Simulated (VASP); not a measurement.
# SiC (F-43m) in VASP: further runs

The runs below take SiC through single point, with r2SCAN.

All numbers are computed with VASP 6.6.1; they aren't measurements. Logs are shortened: lines on timing, memory, paths and dates and some standing lists are left out, and cuts for length are marked.

**Experimental background.**

From “Insight into the structural, elastic and electronic properties of a new orthorhombic 6O-SiC polytype”, 2020, pmc:7200658, for a bulk crystal of SiC: band gap 2.4 eV (indirect).

The results are compared with them further down.

## Step 1: The cell of the first run

It takes space group F-43m (No. 216, cubic). Conventional cell: a = 4.358 Å, b = 4.358 Å, c = 4.358 Å, α = 90.00°, β = 90.00°, γ = 90.00°. Within 2.5 Å of Si (site symmetry -43m) lie 4 C at 1.89 Å. Within 2.5 Å of C (site symmetry -43m) lie 4 Si at 1.89 Å.

## Step 2: Single point, r2SCAN

Input file POSCAR:

```
SiC
1.0
    0.0000000000      2.1790000000      2.1790000000
    2.1790000000      0.0000000000      2.1790000000
    2.1790000000      2.1790000000      0.0000000000
Si C
1 1
Direct
    0.0000000000      0.0000000000      0.0000000000
    0.2500000000      0.2500000000      0.2500000000
```

Input file INCAR.step1:

```
PREC     = Accurate       # precision mode
ENCUT    = 520            # plane-wave cutoff, eV
ISMEAR   = 0              # smearing method
SIGMA    = 0.02           # smearing width, eV
LREAL    = False          # projectors in reciprocal space
LASPH    = True           # aspherical terms in the spheres
NELM     = 80             # most SCF steps
NBANDS   = 11             # bands
GGA      = PE             # functional
ALGO     = Normal         # electronic algorithm
EDIFF    = 1E-4           # SCF threshold, eV
LWAVE    = True           # write WAVECAR
LCHARG   = False          # write CHGCAR
```

Input file INCAR.step2:

```
PREC     = Accurate       # precision mode
ENCUT    = 520            # plane-wave cutoff, eV
EDIFF    = 1E-7           # SCF threshold, eV
ISMEAR   = 0              # smearing method
SIGMA    = 0.02           # smearing width, eV
LREAL    = False          # projectors in reciprocal space
LASPH    = True           # aspherical terms in the spheres
NELM     = 80             # most SCF steps
ALGO     = Normal         # electronic algorithm
ISIF     = 2              # what is computed and relaxed
LWAVE    = False          # write WAVECAR
LCHARG   = True           # write CHGCAR
METAGGA  = R2SCAN         # meta-GGA
LMIXTAU  = True         
LELF     = True           # ELF
LVHAR    = True         
NBANDS   = 11             # bands
ISTART   = 1
```

Input file KPOINTS:

```
Automatic mesh
0
Gamma
  10 10 10
```

Potentials or basis: VASP PAW PBE potentials, release 64 (Si, C).

Started as:

```bash
cat potpaw_PBE.64/Si/POTCAR potpaw_PBE.64/C/POTCAR > POTCAR
cp INCAR.step1 INCAR
mpirun -np 1 vasp_std > vasp.out
cp INCAR.step2 INCAR
mpirun -np 1 vasp_std > vasp.out
```

OUTCAR:

```text
PREC = Accurate
   ENCUT = 520
   EDIFF = 1E-7
   ISMEAR = 0
   LREAL = False
   LASPH = True
   NELM = 80
   ISIF = 2
   METAGGA = R2SCAN
   ISTART = 1

 ion  position               nearest neighbor table
   1  0.000  0.000  0.000-   2 1.89   2 1.89   2 1.89   2 1.89
   2  0.250  0.250  0.250-   1 1.89   1 1.89   1 1.89   1 1.89

  LATTYP: Found a face centered cubic cell.
 ALAT       =     4.3580000000

  Lattice vectors:

 A1 = (   0.0000000000,   2.1790000000,   2.1790000000)
 A2 = (   2.1790000000,   0.0000000000,   2.1790000000)
 A3 = (   2.1790000000,   2.1790000000,   0.0000000000)

Analysis of symmetry for initial positions (statically):
=====================================================================
 Subroutine PRICEL returns:
 Original cell was already a primitive cell.

 Routine SETGRP: Setting up the symmetry group for a
 face centered cubic supercell.

 Subroutine GETGRP returns: Found 24 space group operations
 (whereof 24 operations were pure point group operations)
 out of a pool of 48 trial point group operations.

The static configuration has the point symmetry T_d .

Analysis of symmetry for dynamics (positions and initial velocities):
=====================================================================
 Subroutine PRICEL returns:
 Original cell was already a primitive cell.

 Routine SETGRP: Setting up the symmetry group for a
 face centered cubic supercell.

 Subroutine GETGRP returns: Found 24 space group operations
 (whereof 24 operations were pure point group operations)
 out of a pool of 48 trial point group operations.

The dynamic configuration has the point symmetry T_d .

 Subroutine INISYM returns: Found 24 space group operations
 (whereof 24 operations are pure point group operations),
 and found     1 'primitive' translations

----------------------------------------------------------------------------------------

                                     Primitive cell

  volume of cell :      20.6920

  direct lattice vectors                    reciprocal lattice vectors
     0.000000000  2.179000000  2.179000000    -0.229463056  0.229463056  0.229463056
     2.179000000  0.000000000  2.179000000     0.229463056 -0.229463056  0.229463056
     2.179000000  2.179000000  0.000000000     0.229463056  0.229463056 -0.229463056

  length of vectors
     3.081571352  3.081571352  3.081571352     0.397441672  0.397441672  0.397441672

  position of ions in fractional coordinates (direct lattice)
     0.000000000  0.000000000  0.000000000
[... 86 lines left out ...]
   POTIM  = 0.5000    time-step for ionic-motion
   TEBEG  =    0.0;   TEEND  =   0.0 temperature during run
   PSTRESS=    0.0 pullay stress
   NELECT =       8.0000    total number of electrons
   NUPDOWN=      -1.0000    fix difference up-down
   EMIN   =  10.00;   EMAX   =-10.00  energy-range for DOS
   EFERMI =   0.00;   METHOD = LEGACY
   ISMEAR =     0;   SIGMA  =   0.02  broadening in eV -4-tet -1-fermi 0-gaus
   EFERMI_NEDOS =   21; number of points for ismear=-14 and -15
   IALGO  =     38    algorithm
   IMIX   =      4    mixing-type and parameters
     AMIX     =   0.40;   BMIX     =  1.00
     AMIX_MAG =   1.60;   BMIX_MAG =  1.00
  volume/ion in A,a.u.               =      10.35        69.82
  Fermi-wavevector in a.u.,A,eV,Ry     =   1.192626  2.253736 19.352338  1.422357
  Thomas-Fermi vector in A             =   2.328660
   LORBIT       =      0    0 simple, 1 ext, 2 COOP (PROOUT), +10 PAW based schemes
   METAGGA = R2SCAN    functional components
   LHFCALC =     F    Hartree Fock is set to
   AEXX    =    0.0000 exact exchange contribution
   IVDW    =     0    specifies the selected vdW correction
   LEPSILON=     F    determine dielectric tensor
   LRPA    =     F    only Hartree local field effects (RPA)
 non-spin polarized calculation
 Gauss-broadening in eV      SIGMA  =   0.02
  energy-cutoff  :      520.00
  volume of cell :       20.69
 maximum number of plane-waves:       568
   NGX = 11   NGY = 11   NGZ = 11

 number of electron       8.0000001 magnetization

 Free energy of the ion-electron system (eV)
  ---------------------------------------------------
  ext. energy  EPLUGINS =         0.00000000
  ---------------------------------------------------
  free energy    TOTEN  =       -19.32692670 eV

  energy without entropy =      -19.32692670  energy(sigma->0) =      -19.32692670

 E-fermi :   8.0912     XC(G=0): -11.9344

 val. band max:        7.9823009495   @ k =   0.0000   0.0000   0.0000
 cond. band min:       9.7073131694   @ k =   0.5000   0.5000   0.0000
 fundamental gap:      1.7250122199
 Fermi energy:         8.0911886171

 k-point     1 :       0.0000    0.0000    0.0000
  band No.  band energies     occupation
      1      -8.1973      2.00000
      2       7.9823      2.00000
      3       7.9823      2.00000
      4       7.9823      2.00000
      5      14.8163      0.00000
      6      15.8310      0.00000
      7      15.8310      0.00000
      8      15.8310      0.00000
      9      23.1908      0.00000
     10      23.1908      0.00000
     11      25.7459      0.00000
[... 309 lines left out ...]
 k-point    24 :       0.4000    0.3000    0.0000
  band No.  band energies     occupation
      1      -4.9632      2.00000
      2       2.1465      2.00000
      3       4.7108      2.00000
      4       5.2364      2.00000
      5      11.2791      0.00000
      6      14.1431      0.00000
      7      20.4803      0.00000
      8      20.7850      0.00000
      9      22.8251      0.00000
     10      27.0674      0.00000
     11      30.4771      0.00000

 [... further k-points ...]

------------------------ aborting loop because EDIFF is reached ----------------------------------------

  FORCE on cell =-STRESS in cart. coord.  units (eV):
  Direction    XX          YY          ZZ          XY          YZ          ZX
  --------------------------------------------------------------------------------------
  -------------------------------------------------------------------------------------
  Total       -0.0572172     -0.0572172     -0.0572172     -0.0000000      0.0000000     -0.0000000
  in kB       -4.4303211     -4.4303211     -4.4303211     -0.0000000      0.0000000     -0.0000000
  external PRESSURE =      -4.4303211 kB  Pullay stress =       0.0000000 kB

 VOLUME and BASIS-vectors are now :
 -----------------------------------------------------------------------------
  energy-cutoff  :      520.00
  volume of cell :       20.69
      direct lattice vectors                 reciprocal lattice vectors
     0.000000000  2.179000000  2.179000000    -0.229463056  0.229463056  0.229463056
     2.179000000  0.000000000  2.179000000     0.229463056 -0.229463056  0.229463056
     2.179000000  2.179000000  0.000000000     0.229463056  0.229463056 -0.229463056

 POSITION                                       TOTAL-FORCE (eV/Angst)
 -----------------------------------------------------------------------------------
      0.00000      0.00000      0.00000        -0.000000     -0.000000     -0.000000
      1.08950      1.08950      1.08950         0.000000      0.000000      0.000000
 -----------------------------------------------------------------------------------
    total drift:                               -0.000001     -0.000001     -0.000001

  FREE ENERGIE OF THE ION-ELECTRON SYSTEM (eV)
  ---------------------------------------------------
  free  energy   TOTEN  =       -19.3269267005 eV

  energy  without entropy=      -19.3269267005  energy(sigma->0) =      -19.32692670
```

OUTCAR.step1:

```text
PREC = Accurate
   ENCUT = 520
   ISMEAR = 0
   LREAL = False
   LASPH = True
[... 557 lines left out ...]
      0.00000      0.00000      0.00000        -0.000000     -0.000000     -0.000000
      1.08950      1.08950      1.08950         0.000000      0.000000      0.000000
 -----------------------------------------------------------------------------------
    total drift:                                0.000000      0.000000      0.000000

  FREE ENERGIE OF THE ION-ELECTRON SYSTEM (eV)
  ---------------------------------------------------
  free  energy   TOTEN  =       -15.0577188516 eV

  energy  without entropy=      -15.0577188516  energy(sigma->0) =      -15.05771885
```

It took 31 s on 1 thread of AMD EPYC 9R45 (Zen 5), shared host; peak memory 0.11 GiB.

Results:

| Quantity | Value |
| --- | --- |
| Free energy | -19.3269 eV |
| Pressure | -0.4 GPa |
| Band gap on the k mesh | 1.73 eV, indirect (least direct gap 5.06 eV) |

Caveat: the PAW data sets were made with another functional, which shifts forces and pressure a little.

## Step 3: Single point, r2SCAN (volume scaled by 1.03)

Input file POSCAR:

```
SiC
1.0
    0.0000000000      2.1997448331      2.1997448331
    2.1997448331      0.0000000000      2.1997448331
    2.1997448331      2.1997448331      0.0000000000
Si C
1 1
Direct
    0.0000000000      0.0000000000      0.0000000000
    0.2500000000      0.2500000000      0.2500000000
```

Input file INCAR.step1:

```
PREC = Accurate
ENCUT = 520
ISMEAR = 0
SIGMA = 0.02
LREAL = False
LASPH = True
NELM = 80
NBANDS = 11
GGA = PE
ALGO = Normal
EDIFF = 1E-4
LWAVE = True
LCHARG = False
```

Input file INCAR.step2:

```
PREC = Accurate
ENCUT = 520
EDIFF = 1E-6
ISMEAR = 0
SIGMA = 0.02
LREAL = False
LASPH = True
NELM = 80
ALGO = Normal
ISIF = 2
LWAVE = False
LCHARG = True
METAGGA = R2SCAN
LMIXTAU = True
LELF = True
LVHAR = True
NBANDS = 11
ISTART = 1
```

Input file KPOINTS:

```
regular mesh
0
Gamma
  10 10 10
```

Potentials or basis: VASP PAW PBE potentials, release 64 (Si, C).

Started as:

```bash
cat potpaw_PBE.64/Si/POTCAR potpaw_PBE.64/C/POTCAR > POTCAR
cp INCAR.step1 INCAR
mpirun -np 1 vasp_std > vasp.out
cp INCAR.step2 INCAR
mpirun -np 1 vasp_std > vasp.out
```

It took 23 s on 1 thread of AMD EPYC 9R45 (Zen 5), shared host; peak memory 0.11 GiB.

Results (log left out):

| Quantity | Value |
| --- | --- |
| Free energy | -19.3139 eV |
| Pressure | -6.5 GPa |
| Band gap on the k mesh | 1.74 eV, indirect (least direct gap 5.02 eV) |

Levels at points of the mesh, in eV from the valence-band top:
```
           k point  band 1  band 2  band 3  band 4  band 5  band 6  band 7  band 8
(0.00, 0.00, 0.00)  -15.96    0.00    0.00    0.00    6.48    7.64    7.64    7.64
(0.50, 0.00, 0.00)  -12.44   -8.66   -1.10   -1.10    5.72    7.63    7.63   10.78
(0.50, 0.50, 0.00)  -11.00   -7.96   -3.28   -3.28    1.74    4.71   14.78   14.78
```

Caveat: the PAW data sets were made with another functional, which shifts forces and pressure a little. A k mesh can miss the band edges.

(Part 1 of 2 ends here.)
